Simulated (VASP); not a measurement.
Runs of VASP 6.6.1 on HfN. The structure is that of space group Fm-3m (No. 225), or close to it. The cells are those of the table. 

```tsv
task	level	potentials or basis	cell	cutoff (eV)	gap on the mesh (eV)	pressure (GPa)	relaxed volume (Å³/atom)
single point	PBE	VASP PAW PBE potentials, release 64 (Hf_pv, N)	a = 3.216 Å, angles 60.0°, 2 atoms	520	none	(b)	-
relaxation of cell and atoms	PBE	VASP PAW PBE potentials, release 64 (Hf_pv, N)	relaxed from a = 3.190 Å, angles 60.0°, 2 atoms	600	none	0.0	(a)
single point	revPBE+D3(BJ)	VASP PAW PBE potentials, release 64 (Hf_pv, N)	a = 3.188 Å, angles 60.0°, 2 atoms	520	none	-2.5	-
relaxation of cell and atoms	LDA	VASP PAW LDA potentials, release 64 (Hf_pv, N)	relaxed from a = 3.190 Å, angles 60.0°, 2 atoms	600	none	0.0	11.10
single point	LDA	VASP PAW LDA potentials, release 64 (Hf_pv, N)	a = 3.159 Å, angles 60.0°, 2 atoms	520	none	-1.2	-
relaxation of cell and atoms	revPBE+D3(BJ)	VASP PAW PBE potentials, release 64 (Hf_pv, N)	relaxed from a = 3.190 Å, angles 60.0°, 2 atoms	600	none	0.0	11.35
```

Alike in all rows: no spin polarisation; k mesh 10 × 10 × 10; smearing methfessel-paxton 0.1 eV.

**Question.** Fill in the values left out.

**Answer.** (a) 11.65; (b) -2.3.

Caveats: spin-orbit coupling is left out, which moves the levels of the heavy elements; the PAW data sets were made with another functional, which shifts forces and pressure a little (some runs); pairwise dispersion overbinds metals, which lowers pressure and volume (some runs).

A k mesh can miss the band edges, and the runs leave out spin-orbit coupling on Hf.

A gap of «none» marks levels without a gap at the run's occupations.
